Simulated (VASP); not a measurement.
Nb:

```
Nb
1.0
     0.00000    2.11500    2.11500
     2.11500    0.00000    2.11500
     2.11500    2.11500    0.00000
Nb
1
Direct
  0.00000 0.00000 0.00000
```

This isn't the form of Nb at room conditions, which is bcc.

```yaml
Program: VASP 6.6.1
Task: relaxation of cell and atoms
Functional: PBEsol
Dispersion: D3(BJ)
Potentials_or_basis: VASP PAW PBE potentials, release 64 (Nb_sv)
Cutoff: 600 eV
k_mesh: 11 × 11 × 11
Occupations: fermi-dirac, width 0.05 eV
Spin: no spin polarisation
```

At the start: pressure -13.8 GPa; volume 18.92 Å³/atom.

Where does the relaxation end?

Over 7 steps the energy falls by 71.2 meV/atom and the volume is 17.37 Å³/atom (-8.2 %); space group Fm-3m (No. 225, to 0.1 Å) before and after.

Step by step:
| step | energy change (eV) | largest force (eV/Å) | pressure (GPa) | volume (Å³) |
| --- | --- | --- | --- | --- |
| 1 | 0.0000 | 0.0000 | -13.78 | 18.92 |
| 2 | 0.2128 | 0.0000 | 40.23 | 14.81 |
| 3 | -0.0710 | 0.0000 | -0.76 | 17.45 |
| 4 | -0.0712 | 0.0000 | -0.14 | 17.39 |
| 5 | -0.0712 | 0.0000 | 0.17 | 17.36 |
| 6 | -0.0712 | 0.0000 | -0.15 | 17.40 |
| 7 | -0.0712 | 0.0000 | -0.02 | 17.37 |

Final structure:
```xyz
1
Lattice="0.0000 2.0556 2.0556 2.0556 0.0000 2.0556 2.0556 2.0556 0.0000" Properties=species:S:1:pos:R:3 pbc="T T T"
Nb    0.0000    0.0000    0.0000
```

Caveat: the PAW data sets were made with another functional, which shifts forces and pressure a little.
